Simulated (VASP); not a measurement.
# W4C in VASP: single point with PBEsol

Aim: the single point of W4C with PBEsol.

Everything below comes from runs of VASP 6.6.1. Logs are shortened: lines on timing, memory, paths and dates and some standing lists are left out, and cuts for length are marked.

## Step 1: The cell of the first run

The cell holds a slab with vacuum, 5 atoms: a = 3.155 Å, b = 3.155 Å, c = 21.598 Å, α = 90.00°, β = 90.00°, γ = 90.00°.

## Step 2: Single point, PBEsol, collinear spin

INCAR reads:

```
PREC = Accurate
ENCUT = 520
EDIFF = 1E-6
ISMEAR = 0
SIGMA = 0.1
LREAL = F
LASPH = T
NELM = 150
ALGO = Normal
ISIF = 2
LWAVE = F
LCHARG = F
ISPIN = 2
MAGMOM = 0 0 0 0 2
LORBIT = 11
LMAXMIX = 4
LDIPOL = T
IDIPOL = 3
DIPOL = 0.5 0.5 0.327
GGA = PS
NBANDS = 42
```

KPOINTS reads:

```
Automatic mesh
0
Gamma
  8 8 1
```

POSCAR reads:

```
W4C
1.0
    3.1545348002      0.0000000000      0.0000000000
    0.0000000000      3.1545348002      0.0000000000
    0.0000000000      0.0000000000     21.5976290709
W C
4 1
Direct
    0.5000000000      0.5000000000      0.1852055143
    0.0000000000      0.0000000000      0.2582351693
    0.5000000000      0.5000000000      0.3339290903
    0.0000000000      0.0000000000      0.3980820785
    0.0000000000      0.5000000000      0.4605889396
```

Potentials or basis: VASP PAW PBE potentials, release 64 (W_sv, C).

Command:

```console
> cat potpaw_PBE.64/W_sv/POTCAR potpaw_PBE.64/C/POTCAR > POTCAR
> mpirun -np 1 vasp_std > vasp.out
```

OUTCAR:

```text
PREC = Accurate
   ENCUT = 520
   EDIFF = 1E-6
   ISMEAR = 0
   LREAL = F
   LASPH = T
   NELM = 150
   ISIF = 2
   ISPIN = 2
   LORBIT = 11
   GGA = PS

 ion  position               nearest neighbor table
   1  0.500  0.500  0.185-   2 2.73   2 2.73   2 2.73   2 2.73   3 3.21
   2  0.000  0.000  0.258-   1 2.73   1 2.73   1 2.73   1 2.73   3 2.77   3 2.77   3 2.77   3 2.77
                             4 3.02
   3  0.500  0.500  0.334-   4 2.63   4 2.63   4 2.63   4 2.63   2 2.77   2 2.77   2 2.77   2 2.77
                             1 3.21
   4  0.000  0.000  0.398-   5 2.08   5 2.08   3 2.63   3 2.63   3 2.63   3 2.63   2 3.02
   5  0.000  0.500  0.461-   4 2.08   4 2.08

  LATTYP: Found a simple tetragonal cell.
 ALAT       =     3.1545348002
 C/A-ratio  =     6.8465337804

  Lattice vectors:

 A1 = (   3.1545348002,   0.0000000000,   0.0000000000)
 A2 = (   0.0000000000,   3.1545348002,   0.0000000000)
 A3 = (   0.0000000000,   0.0000000000,  21.5976290709)

Analysis of symmetry for initial positions (statically):
=====================================================================
 Subroutine PRICEL returns:
 Original cell was already a primitive cell.

 Routine SETGRP: Setting up the symmetry group for a
 simple tetragonal supercell.

 Subroutine GETGRP returns: Found  4 space group operations
 (whereof  4 operations were pure point group operations)
 out of a pool of 16 trial point group operations.

The static configuration has the point symmetry C_2v.

Analysis of symmetry for dynamics (positions and initial velocities):
=====================================================================
 Subroutine PRICEL returns:
 Original cell was already a primitive cell.

 Routine SETGRP: Setting up the symmetry group for a
 simple tetragonal supercell.

 Subroutine GETGRP returns: Found  4 space group operations
 (whereof  4 operations were pure point group operations)
 out of a pool of 16 trial point group operations.

The dynamic configuration has the point symmetry C_2v.

Analysis of structural, dynamic, and magnetic symmetry:
=====================================================================
 Subroutine PRICEL returns:
 Original cell was already a primitive cell.

 Routine SETGRP: Setting up the symmetry group for a
 simple tetragonal supercell.

 Subroutine GETGRP returns: Found  4 space group operations
 (whereof  4 operations were pure point group operations)
 out of a pool of 16 trial point group operations.

The overall configuration has the point symmetry C_2v.

 Subroutine INISYM returns: Found  4 space group operations
[... 145 lines left out ...]

 dipolmoment           0.000000      0.000000      0.124380 electrons x Angstroem

 Free energy of the ion-electron system (eV)
  ---------------------------------------------------
  ext. energy  EPLUGINS =         0.00000000
  ---------------------------------------------------
  free energy    TOTEN  =       -57.34308994 eV

  energy without entropy =      -57.31891816  energy(sigma->0) =      -57.33100405

 E-fermi :  -0.1273     XC(G=0):  -5.4903

 val. band max:       -0.1343662332   @ k =   0.1250   0.1250   0.0000
 cond. band min:      -0.1168641750   @ k =   0.5000   0.3750   0.0000
 fundamental gap:      0.0175020582
 Fermi energy:        -0.1273242509

 spin component 1

 k-point     1 :       0.0000    0.0000    0.0000
  band No.  band energies     occupation
      1     -74.0380      1.00000
      2     -73.9735      1.00000
      3     -73.8406      1.00000
      4     -73.5872      1.00000
      5     -38.5132      1.00000
      6     -38.4844      1.00000
[... 1069 lines left out ...]
     41       4.9520      0.00000
     42       6.5197      0.00000

 [... further k-points ...]

 spin component 2

 k-point     1 :       0.0000    0.0000    0.0000
  band No.  band energies     occupation
      1     -74.0380      1.00000
      2     -73.9735      1.00000
      3     -73.8406      1.00000
      4     -73.5873      1.00000
      5     -38.5132      1.00000
      6     -38.4844      1.00000
[... 1069 lines left out ...]
     41       4.9520      0.00000
     42       6.5197      0.00000

 [... further k-points ...]

------------------------ aborting loop because EDIFF is reached ----------------------------------------

 vacuum level on the upper side and lower side of the slab       (xc-potential included)         0.921        -1.256

  FORCE on cell =-STRESS in cart. coord.  units (eV):
  Direction    XX          YY          ZZ          XY          YZ          ZX
  --------------------------------------------------------------------------------------
  -------------------------------------------------------------------------------------
  Total       -2.3193609     -6.0910164     -3.6295114      0.0000000      0.0000000      0.0000000
  in kB      -17.2902868    -45.4070859    -27.0571480      0.0000000      0.0000000      0.0000000
  external PRESSURE =     -29.9181736 kB  Pullay stress =       0.0000000 kB

 VOLUME and BASIS-vectors are now :
 -----------------------------------------------------------------------------
  energy-cutoff  :      520.00
  volume of cell :      214.92
      direct lattice vectors                 reciprocal lattice vectors
     3.154534800  0.000000000  0.000000000     0.317003953  0.000000000  0.000000000
     0.000000000  3.154534800  0.000000000     0.000000000  0.317003953  0.000000000
     0.000000000  0.000000000 21.597629071     0.000000000  0.000000000  0.046301379

 POSITION                                       TOTAL-FORCE (eV/Angst)
 -----------------------------------------------------------------------------------
      1.57727      1.57727      4.00000         0.000000      0.000000      2.039135
      0.00000      0.00000      5.57727         0.000000      0.000000     -2.065186
      1.57727      1.57727      7.21208         0.000000      0.000000     -1.823388
      0.00000      0.00000      8.59763         0.000000      0.000000      4.053638
      0.00000      1.57727      9.94763         0.000000      0.000000     -2.204199
 -----------------------------------------------------------------------------------
    total drift:                                0.000000     -0.000000      0.000086

  FREE ENERGIE OF THE ION-ELECTRON SYSTEM (eV)
  ---------------------------------------------------
  free  energy   TOTEN  =       -57.3430899424 eV

  energy  without entropy=      -57.3189181627  energy(sigma->0) =      -57.33100405

 vacuum level on the upper side and lower side of the slab         6.256         4.009

 total charge

# of ion       s       p       d       tot
------------------------------------------
    1        2.393   6.142   3.348  11.883
    2        2.410   6.320   3.353  12.082
    3        2.423   6.327   3.461  12.211
    4        2.417   6.330   3.538  12.285
    5        0.974   1.201   0.000   2.175
--------------------------------------------------
tot         10.617  26.319  13.700  50.636

 magnetization (x)

# of ion       s       p       d       tot
------------------------------------------
    1        0.000   0.000  -0.000   0.000
    2        0.000  -0.000  -0.000  -0.000
    3       -0.000  -0.000  -0.000  -0.000
    4       -0.000  -0.000  -0.000  -0.000
    5       -0.000  -0.000   0.000  -0.000
--------------------------------------------------
tot         -0.000  -0.000  -0.000  -0.000
```

OSZICAR:

```text
N       E                     dE             d eps       ncg     rms          rms(c)
DAV:   1     0.686217048738E+03    0.68622E+03   -0.36488E+04  5000   0.134E+03
DAV:   2    -0.321240174508E+02   -0.71834E+03   -0.70046E+03  4996   0.424E+02
DAV:   3    -0.607269297063E+02   -0.28603E+02   -0.27516E+02  5056   0.884E+01
DAV:   4    -0.616255016888E+02   -0.89857E+00   -0.88919E+00  5114   0.156E+01
[... 32 lines left out ...]
DAV:  37    -0.573430774479E+02   -0.74116E-05   -0.72021E-07  3414   0.262E-03    0.972E-04
DAV:  38    -0.573430814986E+02   -0.40507E-05   -0.21385E-07  3140   0.166E-03    0.507E-04
DAV:  39    -0.573430855201E+02   -0.40215E-05   -0.20981E-07  3112   0.117E-03    0.369E-04
DAV:  40    -0.573430894040E+02   -0.38839E-05   -0.22518E-07  3152   0.974E-04    0.292E-04
DAV:  41    -0.573430899424E+02   -0.53841E-06   -0.32264E-08  2852   0.631E-04
   1 F= -.57343090E+02 E0= -.57331004E+02  d E =-.241718E-01  mag=    -0.0000
```

It took 33 min on 1 thread of Intel Xeon 8259CL, shared host; peak memory 0.57 GiB.

Results:

```yaml
Free_energy: -57.3431 eV
Largest_force: 4.054 eV/Å
Band_gap_on_the_k_mesh: zero (filled and empty bands overlap)
Net_moment: 0.00 μB per cell
Valence_electrons_inside_the_program's_atomic_spheres: W 11.88, 12.08, 12.21, 12.29; C 2.17
```

Forces on the atoms (eV/Å):
```
W    0.000  0.000  2.039
W    0.000  0.000 -2.065
W    0.000  0.000 -1.823
W    0.000  0.000  4.054
C    0.000  0.000 -2.204
```

Caveat: the PAW data sets were made with another functional, which shifts forces and pressure a little; spin-orbit coupling is left out, which moves the levels of the heavy elements.
